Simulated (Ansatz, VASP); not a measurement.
## AlN: VASP beside Ansatz

The input INCAR:

```
ALGO = Normal
EDIFF = 1E-7
ENCUT = 520
GGA = PS
ISIF = 2
ISMEAR = 0
LASPH = True
LCHARG = True
LELF = True
LREAL = False
LVHAR = True
LWAVE = False
NBANDS = 26
NELM = 80
PREC = Accurate
SIGMA = 0.05
```

Contents of KPOINTS:

```
k-points
0
Gamma
  6 6 6
```

File POSCAR:

```
AlN
1.0
    4.3771405283      0.0000000000      0.0000000000
    0.0000000000     -4.3771405283      0.0000000000
    0.0000000000      0.0000000000     -4.3771405283
Al N
4 4
Direct
   -0.0203547165     -0.1439295805     -0.0203547165
    0.5000000000      0.5000000000      0.0000000000
    0.5000000000      0.0000000000      0.5000000000
    0.0000000000      0.5000000000      0.5000000000
    0.7500000000      0.7500000000      0.7500000000
    0.2500000000      0.2500000000      0.7500000000
    0.2500000000      0.7500000000      0.2500000000
    0.7500000000      0.2500000000      0.2500000000
```

Input for Ansatz:

```yaml
crystal:
  lattice:
    - [4.3771405283, 0.0, 0.0]
    - [0.0, -4.3771405283, 0.0]
    - [0.0, 0.0, -4.3771405283]
  atoms:
    - { symbol: Al, position: [-0.0203547165, -0.1439295805, -0.0203547165] }
    - { symbol: Al, position: [0.5, 0.5, 0.0] }
    - { symbol: Al, position: [0.5, 0.0, 0.5] }
    - { symbol: Al, position: [0.0, 0.5, 0.5] }
    - { symbol: "N", position: [0.75, 0.75, 0.75] }
    - { symbol: "N", position: [0.25, 0.25, 0.75] }
    - { symbol: "N", position: [0.25, 0.75, 0.25] }
    - { symbol: "N", position: [0.75, 0.25, 0.25] }
basis:
  ecutwfc: 420
kpoints:
  mp_grid: { grid: [6, 6, 6] }
hamiltonian:
  xc: pbesol
  pseudopotentials: { kind: paw, azcp: { folder: soft_1 } }
scf:
  occupations: { method: gaussian, width: 0.05 }
output:
  forces: true
  stress: true
  eigenvalues: true
```

Alike in both runs: task single point; functional PBEsol; k mesh 6 × 6 × 6; occupations gaussian, width 0.05 eV; no spin polarisation.

|  | VASP | Ansatz |
| --- | --- | --- |
| version | VASP 6.6.1 | Ansatz 0.2.0 |
| potentials or method | VASP PAW PBE potentials, release 64 (Al, N), cutoff 520 eV | scalar-relativistic, plane waves, PAW |
| valence electrons in the cell | 32 | 32 |

```csv
,VASP,Ansatz,Ansatz less VASP
gap on the k mesh at the Fermi level (eV),0.83,0.84,+0.009
least direct gap on the mesh (eV),0.96,0.97,+0.009
pressure (GPa),14.0,13.7,-0.32
"traceless stress, the component that is largest in VASP (GPa)",-19.12,-18.67,+0.450
rms of the force components (eV/Å),4.268,4.215,-0.0533
```

VASP's potentials were made for PBE, not for PBEsol, and Ansatz warns of the same on its side. Atom by atom the forces differ by 0.059 eV/Å (rms over components).
